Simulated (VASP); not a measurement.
The system is B.

```
B
1.0
     0.00000    2.06831    2.06831
     2.06831    0.00000    2.06831
     2.06831    2.06831    0.00000
B
2
Direct
  0.12500 0.12500 0.12500
  0.87500 0.87500 0.87500
```

| Property | Result |
| --- | --- |
| Program | VASP 6.6.1 |
| Task | relaxation of cell and atoms |
| Functional | PBE |
| Potentials or basis | VASP PAW PBE potentials, release 64 (B) |
| Cutoff | 600 eV |
| k mesh | 13 × 13 × 13 |
| Occupations | fermi-dirac, width 0.1 eV |
| Spin | no spin polarisation |

At the start: pressure -9.8 GPa; volume 8.85 Å³/atom.

Q: Where does the relaxation end?

A: Over 3 steps the energy falls by 17.0 meV/atom and the volume is 8.32 Å³/atom (-6.0 %); space group Fd-3m (No. 227, to 0.05 Å).

Step by step:
| step | energy change (eV) | largest force (eV/Å) | pressure (GPa) | volume (Å³) |
| --- | --- | --- | --- | --- |
| 1 | 0.0000 | 0.0000 | -9.82 | 17.70 |
| 2 | -0.0311 | 0.0000 | 3.25 | 16.34 |
| 3 | -0.0341 | 0.0000 | 0.02 | 16.63 |

Final structure:
```
B
1.0
     0.00000    2.02608    2.02608
     2.02608    0.00000    2.02608
     2.02608    2.02608    0.00000
B
2
Cartesian
  0.5065 0.5065 0.5065
  3.5456 3.5456 3.5456
```
